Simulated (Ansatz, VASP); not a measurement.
**One calculation of CaO, two programs**

The input INCAR:

```
PREC = Accurate
ENCUT = 600
EDIFF = 1E-6
ISMEAR = 0
SIGMA = 0.01
LREAL = F
LASPH = T
NELM = 120
ALGO = Normal
ISIF = 2
LWAVE = F
LCHARG = F
GGA = PS
NBANDS = 15
GGA_COMPAT = F
```

Contents of KPOINTS:

```
Automatic mesh
0
Gamma
  8 8 8
```

File POSCAR:

```
CaO
1.0
    0.0000000000      2.3833587426      2.3833587426
    2.3833587426      0.0000000000      2.3833587426
    2.3833587426      2.3833587426      0.0000000000
Ca O
1 1
Direct
    0.0000000000      0.0000000000      0.0000000000
    0.5000000000      0.5000000000      0.5000000000
```

Input for Ansatz:

```yaml
crystal:
  lattice:
    - [0.0, 2.3833587426, 2.3833587426]
    - [2.3833587426, 0.0, 2.3833587426]
    - [2.3833587426, 2.3833587426, 0.0]
  atoms:
    - { symbol: Ca, position: [0.0, 0.0, 0.0] }
    - { symbol: O, position: [0.5, 0.5, 0.5] }
basis:
  ecutwfc: 420
kpoints:
  mp_grid: { grid: [8, 8, 8] }
  band_path:
    path:
      - [0.0, 0.0, 0.0]
      - [0.0, 0.0, 0.0]
      - [0.0, 0.0, 0.0]
      - [0.0, 0.0, 0.0]
      - [0.0, 0.0, 0.0]
      - [0.0, 0.0, 0.0]
      - [0.0, 0.0, 0.0]
      - [0.0, 0.0, 0.0]
      - [0.0, 0.0, 0.0]
      - [0.0, 0.0, 0.0]
      - [0.0, 0.0, 0.0]
      - [0.0, 0.0, 0.0]
      - [0.0, 0.0, 0.0]
      - [0.0, 0.0, 0.0]
      - [0.0, 0.0, 0.0]
      - [0.0, 0.0, 0.0]
      - [0.0, 0.0, 0.0]
      - [0.0, 0.0, 0.0]
      - [0.0, 0.0, 0.0]
      - [0.0, 0.0, 0.0]
      - [0.0, 0.0, 0.0]
      - [0.0, 0.0, 0.0]
      - [0.0, 0.0, 0.0]
      - [0.0, 0.0, 0.0]
      - [0.0, 0.0, 0.0]
      - [0.0, 0.0, 0.0]
      - [0.3, 0.3, 0.0]
      - [0.3166666667, 0.3166666667, 0.0]
      - [0.3333333333, 0.3333333333, 0.0]
      - [0.35, 0.35, 0.0]
      - [0.3666666667, 0.3666666667, 0.0]
      - [0.3833333333, 0.3833333333, 0.0]
      - [0.4, 0.4, 0.0]
      - [0.4166666667, 0.4166666667, 0.0]
      - [0.4333333333, 0.4333333333, 0.0]
      - [0.45, 0.45, 0.0]
      - [0.4666666667, 0.4666666667, 0.0]
      - [0.4833333333, 0.4833333333, 0.0]
      - [0.5, 0.5, 0.0]
      - [0.5, 0.5, 0.5]
      - [0.5, 0.5, 0.5]
      - [0.5, 0.5, 0.5]
      - [0.5, 0.5, 0.5]
      - [0.5, 0.5, 0.5]
      - [0.5, 0.5, 0.5]
      - [0.5, 0.5, 0.5]
      - [0.5, 0.5, 0.5]
      - [0.5, 0.5, 0.5]
      - [0.5, 0.5, 0.5]
      - [0.5, 0.5, 0.5]
      - [0.5, 0.5, 0.5]
      - [0.5, 0.5, 0.5]
      - [0.5, 0.5, 0.5]
      - [0.5, 0.5, 0.5]
      - [0.5, 0.5, 0.5]
      - [0.5, 0.5, 0.5]
      - [0.5, 0.5, 0.5]
      - [0.5, 0.5, 0.5]
      - [0.5, 0.5, 0.5]
      - [0.5, 0.5, 0.5]
      - [0.5, 0.5, 0.5]
      - [0.5, 0.5, 0.5]
      - [0.5, 0.5, 0.5]
      - [0.5, 0.5, 0.5]
      - [0.5, 0.5, 0.5]
    npoints: 1
hamiltonian:
  xc: pbesol
  pseudopotentials: { kind: paw, azcp: { folder: soft_1 } }
scf:
  occupations: { method: fixed }
  n_extra_bands: 5
output:
  eigenvalues: true
```

Alike in both runs: task single point; functional PBEsol; k mesh 8 × 8 × 8; no spin polarisation.

```csv
,VASP,Ansatz
version,VASP 6.6.1,Ansatz 0.2.0
potentials or method,"VASP PAW PBE potentials, release 64 (Ca_sv, O), cutoff 600 eV","scalar-relativistic, plane waves, PAW"
occupations,"gaussian, width 0.01 eV",fixed
valence electrons in the cell,16,16
```

|  | VASP | Ansatz | Ansatz less VASP |
| --- | --- | --- | --- |
| gap on the k mesh at the Fermi level (eV) | 3.52 | 3.54 | +0.022 |
| least direct gap on the mesh (eV) | 3.89 | 3.92 | +0.021 |

VASP's potentials were made for PBE, not for PBEsol, and Ansatz warns of the same on its side.
